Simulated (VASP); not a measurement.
## SrCl2: single point with r2SCAN

SrCl2:

```xyz
3
Lattice="2.1354 1.2329 6.1350 -2.1354 1.2329 6.1350 0.0000 -2.4657 6.1350" Properties=species:S:1:pos:R:3 pbc="T T T"
Sr    0.0000    0.0000    0.0048
Cl    0.0000    0.0000    7.7618
Cl    0.0000    0.0000    4.5035
```

This cell differs from its parent crystal: biaxial xy strain +2.4%.

```
Program                : VASP 6.6.1
Task                   : single point
Functional             : r2SCAN
Potentials or basis    : VASP PAW PBE potentials, release 64 (Sr_sv, Cl)
Cutoff                 : 520 eV
k mesh                 : 8 × 8 × 8
Occupations            : gaussian, width 0.01 eV
Spin                   : no spin polarisation
Dipole correction      : no
Further INCAR settings : ALGO = Normal; EDIFF = 1e-06; NBANDS = 19
```

```json
{
 "Pressure": "-0.5 GPa",
 "Largest force": "0.003 eV/Å",
 "Band gap on the k mesh": "4.69 eV"
}
```

Forces on the atoms (eV/Å):
```
Sr   0.000  0.000  0.000
Cl   0.000  0.000  0.003
Cl   0.000  0.000 -0.003
```

Stress tensor (GPa, compression positive):
```
-0.84  0.00  0.00
 0.00 -0.84  0.00
 0.00  0.00  0.25
```

Levels at points of the mesh, in eV from the valence-band top:
| k point | band 10 | band 11 | band 12 | band 13 | band 14 | band 15 |
| --- | --- | --- | --- | --- | --- | --- |
| (0.00, 0.00, 0.00) | -1.17 | -1.17 | 0.00 | 4.69 | 6.73 | 6.97 |
| (0.50, 0.00, 0.00) | -1.45 | -1.16 | -0.32 | 4.97 | 7.23 | 7.77 |
| (0.50, 0.50, 0.00) | -1.41 | -1.27 | -0.60 | 4.89 | 7.27 | 7.79 |
| (0.50, 0.50, 0.50) | -1.02 | -1.02 | -0.96 | 5.42 | 6.40 | 6.85 |

Run time: 7 min on 1 thread of Intel(R) Xeon(R) 6975P-C (Granite Rapids), on a shared host, peak memory 0.45 GiB.

Caveat: the cell differs from its parent crystal (biaxial xy strain +2.4%); the PAW data sets were made with another functional, which shifts forces and pressure a little. A k mesh can miss the band edges.
